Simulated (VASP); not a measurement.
# CuF3 (Pm-3m) in VASP: single point with PBE

Aim: the single point of CuF3 with PBE.

All numbers are computed with VASP 6.6.1; they aren't measurements. Logs are shortened: lines on timing, memory, paths and dates and some standing lists are left out, and cuts for length are marked.

## 1. The cell of the first run

Symmetry: Pm-3m, No. 221, cubic system. The conventional cell has a = 3.509 Å, b = 3.509 Å, c = 3.509 Å, α = 90.00°, β = 90.00°, γ = 90.00°. Cu (site symmetry m-3m) has 12 F at 2.48 Å within 3.3 Å. Within 3.3 Å of F (site symmetry 4/mmm) lie 4 Cu at 2.48 Å and 8 F at 2.48 Å.

The cell was built from a structure type or drawn by symmetry, and may not be a known phase.

## 2. Single point, PBE, collinear spin

INCAR

```
SYSTEM = CuF3
ALGO = Normal
EDIFF = 1E-6
ENCUT = 520
GGA = PE
ISIF = 2
ISMEAR = 0
ISPIN = 2
LASPH = .TRUE.
LCHARG = .FALSE.
LMAXMIX = 4
LORBIT = 11
LREAL = .FALSE.
LWAVE = .FALSE.
MAGMOM = 1 0 0 0
NBANDS = 28
NELM = 150
PREC = Accurate
SIGMA = 0.1
```

KPOINTS

```
k-points
0
G
  6 6 6
  0 0 0
```

POSCAR

```
CuF3
1.0
    3.5088314700      0.0000000000      0.0000000000
    0.0000000000      3.5088314700      0.0000000000
    0.0000000000      0.0000000000      3.5088314700
Cu F
1 3
Direct
    0.0000000000      0.0000000000      0.0000000000
    0.0000000000      0.5000000000      0.5000000000
    0.5000000000      0.0000000000      0.5000000000
    0.5000000000      0.5000000000      0.0000000000
```

Potentials or basis: VASP PAW PBE potentials, release 64 (Cu, F).

Command:

```sh
$ cat potpaw_PBE.64/Cu/POTCAR potpaw_PBE.64/F/POTCAR > POTCAR
$ mpirun -np 1 vasp_std > vasp.out
```

OUTCAR:

```text
SYSTEM = CuF3
   EDIFF = 1E-6
   ENCUT = 520
   GGA = PE
   ISIF = 2
   ISMEAR = 0
   ISPIN = 2
   LASPH = .TRUE.
   LORBIT = 11
   LREAL = .FALSE.
   NELM = 150
   PREC = Accurate

 ion  position               nearest neighbor table
   1  0.000  0.000  0.000-
   2  0.000  0.500  0.500-
   3  0.500  0.000  0.500-
   4  0.500  0.500  0.000-

  LATTYP: Found a simple cubic cell.
 ALAT       =     3.5088314700

  Lattice vectors:

 A1 = (   3.5088314700,   0.0000000000,   0.0000000000)
 A2 = (   0.0000000000,   3.5088314700,   0.0000000000)
 A3 = (   0.0000000000,   0.0000000000,   3.5088314700)

Analysis of symmetry for initial positions (statically):
=====================================================================
 Subroutine PRICEL returns:
 Original cell was already a primitive cell.

 Routine SETGRP: Setting up the symmetry group for a
 simple cubic supercell.

 Subroutine GETGRP returns: Found 48 space group operations
 (whereof 48 operations were pure point group operations)
 out of a pool of 48 trial point group operations.

The static configuration has the point symmetry O_h .

Analysis of symmetry for dynamics (positions and initial velocities):
=====================================================================
 Subroutine PRICEL returns:
 Original cell was already a primitive cell.

 Routine SETGRP: Setting up the symmetry group for a
 simple cubic supercell.

 Subroutine GETGRP returns: Found 48 space group operations
 (whereof 48 operations were pure point group operations)
 out of a pool of 48 trial point group operations.

The dynamic configuration has the point symmetry O_h .

Analysis of structural, dynamic, and magnetic symmetry:
=====================================================================
 Subroutine PRICEL returns:
 Original cell was already a primitive cell.

 Routine SETGRP: Setting up the symmetry group for a
 simple cubic supercell.

 Subroutine GETGRP returns: Found 48 space group operations
 (whereof 48 operations were pure point group operations)
 out of a pool of 48 trial point group operations.

The overall configuration has the point symmetry O_h .

 Subroutine INISYM returns: Found 48 space group operations
 (whereof 48 operations are pure point group operations),
 and found     1 'primitive' translations

----------------------------------------------------------------------------------------

                                     Primitive cell

  volume of cell :      43.2004

  direct lattice vectors                    reciprocal lattice vectors
     3.508831470  0.000000000  0.000000000     0.284995164  0.000000000  0.000000000
     0.000000000  3.508831470  0.000000000     0.000000000  0.284995164  0.000000000
     0.000000000  0.000000000  3.508831470     0.000000000  0.000000000  0.284995164

  length of vectors
     3.508831470  3.508831470  3.508831470     0.284995164  0.284995164  0.284995164

  position of ions in fractional coordinates (direct lattice)
     0.000000000  0.000000000  0.000000000
     0.000000000  0.500000000  0.500000000
     0.500000000  0.000000000  0.500000000
     0.500000000  0.500000000  0.000000000

  ion indices of the primitive-cell ions
   primitive index   ion index
                 1           1
                 2           2
                 3           3
                 4           4

----------------------------------------------------------------------------------------

 KPOINTS: k-points

Automatic generation of k-mesh.
 Grid dimensions read from file:
 generate k-points for:    6    6    6

 Generating k-lattice:

  Cartesian coordinates                     Fractional coordinates (reciprocal lattice)
     0.047499194  0.000000000  0.000000000     0.166666667  0.000000000  0.000000000
     0.000000000  0.047499194  0.000000000     0.000000000  0.166666667  0.000000000
     0.000000000  0.000000000  0.047499194     0.000000000  0.000000000  0.166666667

  Length of vectors
     0.047499194  0.047499194  0.047499194

  Shift w.r.t. Gamma in fractional coordinates (k-lattice)
     0.000000000  0.000000000  0.000000000

 Subroutine IBZKPT returns following result:
 ===========================================

 Found     20 irreducible k-points:

 Following reciprocal coordinates:
            Coordinates               Weight
  0.000000  0.000000  0.000000      1.000000
  0.166667  0.000000  0.000000      6.000000
  0.333333  0.000000  0.000000      6.000000
  0.500000  0.000000  0.000000      3.000000
  0.166667  0.166667  0.000000     12.000000
  0.333333  0.166667  0.000000     24.000000
[... 12 lines left out ...]
  0.500000  0.500000  0.333333      6.000000
  0.500000  0.500000  0.500000      1.000000
   k-points           NKPTS =     20   k-points in BZ     NKDIM =     20   number of bands    NBANDS=     28
   number of dos      NEDOS =    301   number of ions     NIONS =      4
   total plane-waves  NPLWV =  21952
   dimension x,y,z NGX =    28 NGY =   28 NGZ =   28
   dimension x,y,z NGXF=    56 NGYF=   56 NGZF=   56
   ions per type =               1   3
   NGX,Y,Z   is equivalent  to a cutoff of  13.27, 13.27, 13.27 a.u.
   NGXF,Y,Z  is equivalent  to a cutoff of  26.53, 26.53, 26.53 a.u.
 SYSTEM =  CuF3
   PREC   = accura    normal or accurate (medium, high low for compatibility)
   ISTART =      0    job   : 0-new  1-cont  2-samecut
   ICHARG =      2    charge: 1-file 2-atom 10-const
   ISPIN  =      2    spin polarized calculation?
   LNONCOLLINEAR =      F non collinear calculations
   LSORBIT =      F    spin-orbit coupling
   LASPH  =      T    aspherical Exc in radial PAW
   ENCUT  =  520.0 eV  38.22 Ry    6.18 a.u.   6.52  6.52  6.52*2*pi/ulx,y,z
   NELM   =    150;   NELMIN=  2; NELMDL= -5     # of ELM steps
   EDIFF  = 0.1E-05   stopping-criterion for ELM
   LREAL  =      F    real-space projection
   EDIFFG = 0.1E-04   stopping-criterion for IOM
   NSW    =      0    number of steps for IOM
   IBRION =     -1    ionic relax: 0-MD 1-quasi-New 2-CG
   NFREE  =      0    steps in history (QN), initial steepest desc. (CG)
   ISIF   =      2    stress and relaxation
   ISYM   =      2    0-nonsym 1-usesym 2-fastsym
   POTIM  = 0.5000    time-step for ionic-motion
   TEBEG  =    0.0;   TEEND  =   0.0 temperature during run
   PSTRESS=    0.0 pullay stress
   NELECT =      32.0000    total number of electrons
   NUPDOWN=      -1.0000    fix difference up-down
   EMIN   =  10.00;   EMAX   =-10.00  energy-range for DOS
   EFERMI =   0.00;   METHOD = LEGACY
   ISMEAR =     0;   SIGMA  =   0.10  broadening in eV -4-tet -1-fermi 0-gaus
   EFERMI_NEDOS =   21; number of points for ismear=-14 and -15
   IALGO  =     38    algorithm
   IMIX   =      4    mixing-type and parameters
     AMIX     =   0.40;   BMIX     =  1.00
     AMIX_MAG =   1.60;   BMIX_MAG =  1.00
  volume/ion in A,a.u.               =      10.80        72.88
  Fermi-wavevector in a.u.,A,eV,Ry     =   1.481252  2.799161 29.852649  2.194108
  Thomas-Fermi vector in A             =   2.595185
   LORBIT       =     11    0 simple, 1 ext, 2 COOP (PROOUT), +10 PAW based schemes
   GGA     = PE    functional components
   LHFCALC =     F    Hartree Fock is set to
   AEXX    =    0.0000 exact exchange contribution
   IVDW    =     0    specifies the selected vdW correction
   LEPSILON=     F    determine dielectric tensor
   LRPA    =     F    only Hartree local field effects (RPA)
 spin polarized calculation
 Gauss-broadening in eV      SIGMA  =   0.10
  energy-cutoff  :      520.00
  volume of cell :       43.20
 maximum number of plane-waves:      1189
 NGX is ok and might be reduce to    28
   NGX = 13   NGY = 13   NGZ = 13

 number of electron      32.0000042 magnetization       1.9999535

 Free energy of the ion-electron system (eV)
  ---------------------------------------------------
  ext. energy  EPLUGINS =         0.00000000
  ---------------------------------------------------
  free energy    TOTEN  =       -10.85446500 eV

  energy without entropy =      -10.81192699  energy(sigma->0) =      -10.83319600

 E-fermi :   0.1661     XC(G=0): -10.7553

 val. band max:        0.1652092876   @ k =   0.3333   0.3333   0.0000
 cond. band min:       0.1702106586   @ k =   0.3333   0.3333   0.1667
 fundamental gap:      0.0050013710
 Fermi energy:         0.1661178253

 spin component 1

 k-point     1 :       0.0000    0.0000    0.0000
  band No.  band energies     occupation
      1     -21.9675      1.00000
      2     -20.4053      1.00000
      3     -20.4053      1.00000
      4      -3.8049      1.00000
      5      -3.8049      1.00000
      6      -3.8049      1.00000
[... 20 lines left out ...]
     27      21.6140      0.00000
[... 566 lines left out ...]
      5      -4.2602      1.00000
      6      -4.2602      1.00000
[... 20 lines left out ...]
     27      29.1595      0.00000
     28      29.1595      0.00000
 Fermi energy:         0.1661178253

 spin component 2

 k-point     1 :       0.0000    0.0000    0.0000
  band No.  band energies     occupation
      1     -21.1999      1.00000
      2     -19.5529      1.00000
      3     -19.5529      1.00000
      4      -3.1317      1.00000
      5      -3.1317      1.00000
      6      -3.1317      1.00000
[... 20 lines left out ...]
     27      21.6985      0.00000
[... 567 lines left out ...]
      6      -3.7580      1.00000
[... 20 lines left out ...]
     27      29.2269      0.00000
     28      29.2269      0.00000

------------------------ aborting loop because EDIFF is reached ----------------------------------------

  FORCE on cell =-STRESS in cart. coord.  units (eV):
  Direction    XX          YY          ZZ          XY          YZ          ZX
  --------------------------------------------------------------------------------------
  -------------------------------------------------------------------------------------
  Total       -1.6881837     -1.6881837     -1.6881837     -0.0000000      0.0000000     -0.0000000
  in kB      -62.6098635    -62.6098635    -62.6098635     -0.0000000      0.0000000     -0.0000000
  external PRESSURE =     -62.6098635 kB  Pullay stress =       0.0000000 kB

 VOLUME and BASIS-vectors are now :
 -----------------------------------------------------------------------------
  energy-cutoff  :      520.00
  volume of cell :       43.20
      direct lattice vectors                 reciprocal lattice vectors
     3.508831470  0.000000000  0.000000000     0.284995164  0.000000000  0.000000000
     0.000000000  3.508831470  0.000000000     0.000000000  0.284995164  0.000000000
     0.000000000  0.000000000  3.508831470     0.000000000  0.000000000  0.284995164

 POSITION                                       TOTAL-FORCE (eV/Angst)
 -----------------------------------------------------------------------------------
      0.00000      0.00000      0.00000         0.000000      0.000000      0.000000
      0.00000      1.75442      1.75442         0.000000      0.000000      0.000000
      1.75442      0.00000      1.75442         0.000000      0.000000      0.000000
      1.75442      1.75442      0.00000         0.000000      0.000000      0.000000
 -----------------------------------------------------------------------------------
    total drift:                                0.000000      0.000000      0.000000

  FREE ENERGIE OF THE ION-ELECTRON SYSTEM (eV)
  ---------------------------------------------------
  free  energy   TOTEN  =       -10.8544650029 eV

  energy  without entropy=      -10.8119269889  energy(sigma->0) =      -10.83319600

 total charge

# of ion       s       p       d       tot
------------------------------------------
    1        0.151   0.115   9.076   9.342
    2        1.755   4.177   0.000   5.932
    3        1.755   4.177   0.000   5.932
    4        1.755   4.177   0.000   5.932
--------------------------------------------------
tot          5.416  12.646   9.076  27.139

 magnetization (x)

# of ion       s       p       d       tot
------------------------------------------
    1       -0.009  -0.005   0.641   0.626
    2        0.002   0.431   0.000   0.433
    3        0.002   0.431   0.000   0.433
    4        0.002   0.431   0.000   0.433
--------------------------------------------------
tot         -0.004   1.289   0.641   1.925
```

Run time: 2.3 min. Hardware: 1 thread of Intel Xeon 8259CL, shared host; peak memory 0.19 GiB.

Results:

* Free energy: -10.8545 eV
* Pressure: -6.3 GPa
* Band gap on the k mesh: zero (filled and empty bands overlap)
* Net moment: 2.00 μB per cell
* Site moments: Cu +0.63; F +0.43 μB
* Valence electrons inside the program's atomic spheres: Cu 9.34; F 5.93

Caveat: the cell stands under tension; a cell with one magnetic atom can't hold antiferromagnetic order, which such compounds often take.
